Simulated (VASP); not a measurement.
Set up this calculation in VASP 6.6.1, as the native input.

* Task: single point
* Functional: PBE
* Potentials or basis: VASP PAW PBE potentials, release 64 (Ba_sv, Ti_sv, O_h)
* Cutoff: 1340 eV
* k mesh: 8 × 8 × 8
* Occupations: fermi-dirac, width 0.02 eV
* Spin: no spin polarisation
* Dipole correction: no
* Further INCAR settings: ALGO = Normal; EDIFF = 1e-06; NBANDS = 28

The structure of BaTiO3 lies in POSCAR:

```
BaTiO3
1.0
    4.0587165717      0.0000000000      0.0000000000
    0.0000000000      4.0587165717      0.0000000000
    0.0000000000      0.0000000000      4.0587165717
Ba Ti O
1 1 3
Direct
    0.5000000000      0.5000000000      0.5000000000
    0.0000000000      0.0000000000      0.0000000000
    0.5000000000      0.0000000000      0.0000000000
    0.0000000000      0.5000000000      0.0000000000
    0.0000000000      0.0000000000      0.5000000000
```

The input as run:

INCAR

```
SYSTEM = BaTiO3
ALGO     = Normal         ! electronic algorithm
EDIFF    = 1E-6           ! SCF threshold, eV
ENCUT    = 1340           ! plane-wave cutoff, eV
GGA      = PE             ! functional
GGA_COMPAT= .FALSE.      
ISIF     = 2              ! what is computed and relaxed
ISMEAR   = -1             ! smearing method
LASPH    = .TRUE.         ! aspherical terms in the spheres
LCHARG   = .FALSE.        ! write CHGCAR
LREAL    = .FALSE.        ! projectors in reciprocal space
LWAVE    = .FALSE.        ! write WAVECAR
NBANDS   = 28             ! bands
NELM     = 120            ! most SCF steps
PREC     = Accurate       ! precision mode
SIGMA    = 0.02           ! smearing width, eV
```

KPOINTS

```
k-points
0
G
  8 8 8
  0 0 0
```

Potentials or basis: VASP PAW PBE potentials, release 64 (Ba_sv, Ti_sv, O_h).

Command:

```bash
$ cat potpaw_PBE.64/Ba_sv/POTCAR potpaw_PBE.64/Ti_sv/POTCAR potpaw_PBE.64/O_h/POTCAR > POTCAR
$ mpirun -np 1 vasp_std > vasp.out
```

Results of the run:

The pressure is -3.1 GPa. The band gap on the k mesh is 1.67 eV (least direct gap 1.85 eV).

Caveat: the cell stands under tension; spin-orbit coupling is left out, which moves the levels of the heavy elements.

Wall time 3.6 min on 1 thread of Intel(R) Xeon(R) Platinum 8259CL CPU @ 2.50GHz (Skylake/Cascade Lake) (shared host), peak memory 0.51 GiB.
